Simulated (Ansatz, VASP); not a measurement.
One calculation of ZnS, two programs

Contents of INCAR:

```
SYSTEM = ZnS
PREC     = Accurate       ! precision mode
ENCUT    = 520            ! plane-wave cutoff, eV
EDIFF    = 1E-6           ! SCF threshold, eV
ISMEAR   = 0              ! smearing method
SIGMA    = 0.05           ! smearing width, eV
LREAL    = .FALSE.        ! projectors in reciprocal space
LASPH    = .TRUE.         ! aspherical terms in the spheres
NELM     = 100            ! most SCF steps
ALGO     = Normal         ! electronic algorithm
ISIF     = 2              ! what is computed and relaxed
LWAVE    = .FALSE.        ! write WAVECAR
LCHARG   = .FALSE.        ! write CHGCAR
GGA      = PE             ! functional
NBANDS   = 46             ! bands
```

The input KPOINTS:

```
regular mesh
0
G
  8 8 2
  0 0 0
```

File POSCAR:

```
ZnS
1.0
   -3.8467234434      0.0000000000      0.0000000000
   -1.9233617217     -3.3313602233      0.0000000000
   -3.3656906768     -1.9431824183     12.5902250239
Zn S
4 4
Direct
   -0.3827908273     -0.3827908273      0.6562503469
   -0.0911408273     -0.0911408273      0.1562503469
   -0.1952674255     -0.1952674255      0.9062245137
    0.4297159078      0.4297159078      0.4062245137
   -0.4920075407     -0.4920075407      0.8434896978
   -0.2003575407      0.7996424593      0.3434896978
    0.2785991203      0.2785991203      0.0938354415
    0.3202824536      0.3202824536      0.5938354415
```

Input for Ansatz:

```yaml
crystal:
  lattice:
    - [-3.8467234434, 0.0, 0.0]
    - [-1.9233617217, -3.3313602233, 0.0]
    - [-3.3656906768, -1.9431824183, 12.5902250239]
  atoms:
    - { symbol: Zn, position: [-0.3827908273, -0.3827908273, 0.6562503469] }
    - { symbol: Zn, position: [-0.0911408273, -0.0911408273, 0.1562503469] }
    - { symbol: Zn, position: [-0.1952674255, -0.1952674255, 0.9062245137] }
    - { symbol: Zn, position: [0.4297159078, 0.4297159078, 0.4062245137] }
    - { symbol: S, position: [-0.4920075407, -0.4920075407, 0.8434896978] }
    - { symbol: S, position: [-0.2003575407, 0.7996424593, 0.3434896978] }
    - { symbol: S, position: [0.2785991203, 0.2785991203, 0.0938354415] }
    - { symbol: S, position: [0.3202824536, 0.3202824536, 0.5938354415] }
basis:
  ecutwfc: 420
kpoints:
  mp_grid: { grid: [8, 8, 2] }
hamiltonian:
  xc: pbe
scf:
  occupations: { method: gaussian, width: 0.05 }
output:
  forces: true
  stress: true
  eigenvalues: true
```

Alike in both runs: task single point; functional PBE; k mesh 8 × 8 × 2; occupations gaussian, width 0.05 eV; no spin polarisation.

```csv
,VASP,Ansatz
version,VASP 6.6.1,Ansatz 0.2.0
potentials or method,"VASP PAW PBE potentials, release 64 (Zn, S), cutoff 520 eV","scalar-relativistic, plane waves, PAW"
valence electrons in the cell,72,72
```

Ansatz gave:

```
gap on the k mesh at the Fermi level (eV)                     : 1.19
least direct gap on the mesh (eV)                             : 1.19
pressure (GPa)                                                : -0.3
traceless stress, the component that is largest in VASP (GPa) : 2.05
rms of the force components (eV/Å)                            : 0.140
```

Problem. Estimate VASP's values.

Solution. gap on the k mesh at the Fermi level (eV): 1.19; least direct gap on the mesh (eV): 1.19; pressure (GPa): -0.1; traceless stress, the component that is largest in VASP (GPa): 2.02; rms of the force components (eV/Å): 0.141.

Atom by atom the forces differ by 0.004 eV/Å (rms over components). The functional is the same, so the differences come from potentials, cutoffs and numerics.
